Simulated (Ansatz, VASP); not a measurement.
TaN in VASP and in Ansatz

```xyz
4
Lattice="3.1234 0.0000 0.0000 0.0000 3.1234 0.0000 0.0000 0.0000 18.2086" Properties=species:S:1:pos:R:3 pbc="T T T"
Ta    0.0000    0.0000    8.0000
Ta    1.5617    1.5617   10.2086
N     1.5617    1.5617    8.0000
N     0.0000    0.0000   10.2086
```

Alike in both runs: task single point; functional PBE; k mesh 13 × 13 × 1; occupations fermi-dirac, width 0.08 eV; no spin polarisation.

```csv
,VASP,Ansatz
version,VASP 6.6.1,Ansatz 0.2.0
potentials or method,"VASP PAW PBE potentials, release 64 (Ta_pv, N), cutoff 520 eV","all-electron LAPW, scalar-relativistic"
```

|  | VASP | Ansatz | Ansatz less VASP |
| --- | --- | --- | --- |
| rms of the force components (eV/Å) | 0.823 | 0.828 | +0.0045 |

Ansatz ran all-electron here, and VASP with PAW potentials.

Spin-orbit coupling is off throughout.
